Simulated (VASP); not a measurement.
Set up this calculation in VASP 6.6.1, as the native input.

| Item | Value |
| --- | --- |
| Task | single point |
| Functional | LDA |
| Potentials or basis | VASP PAW LDA potentials, release 64 (Ti_sv, O) |
| Cutoff | 520 eV |
| k mesh | 12 × 12 × 18 |
| Occupations | gaussian, width 0.02 eV |
| Spin | no spin polarisation |
| Dipole correction | no |
| Further INCAR settings | ALGO = Normal; EDIFF = 1e-06; NBANDS = 33 |

The structure of TiO2 lies in POSCAR:

```
TiO2
1.0
    4.5481708373      0.0000000000      0.0000000000
    0.0000000000      4.5481708373      0.0000000000
    0.0000000000      0.0000000000      2.9171176433
Ti O
2 4
Direct
    0.0000000000      0.0000000000      0.0000000000
    0.5000000000      0.5000000000      0.5000000000
    0.3039657342      0.3039657342      0.0000000000
    0.1960342658      0.8039657342      0.5000000000
    0.6960342658      0.6960342658      0.0000000000
    0.8039657342      0.1960342658      0.5000000000
```

The input as run:

INCAR

```
SYSTEM = TiO2
PREC = Accurate ; ENCUT = 520
EDIFF = 1E-6 ; ISMEAR = 0
SIGMA = 0.02 ; LREAL = .FALSE.
LASPH = .TRUE. ; NELM = 80
ALGO = Normal ; ISIF = 2
LWAVE = .FALSE. ; LCHARG = .TRUE.
LELF = .TRUE. ; LVHAR = .TRUE.
NBANDS = 33
```

KPOINTS

```
Automatic mesh
0
G
  12 12 18
  0 0 0
```

Potentials or basis: VASP PAW LDA potentials, release 64 (Ti_sv, O).

Run with:

```bash
$ cat potpaw_LDA.64/Ti_sv/POTCAR potpaw_LDA.64/O/POTCAR > POTCAR
$ mpirun -np 1 vasp_std > vasp.out
```

It gave:

The pressure is 1.3 GPa. The largest force is 0.038 eV/Å and the band gap on the k mesh is 1.83 eV.

Wall time 5.1 min on 1 thread of AMD EPYC 9R45 96-Core Processor (Zen 5) (shared host), peak memory 0.45 GiB.
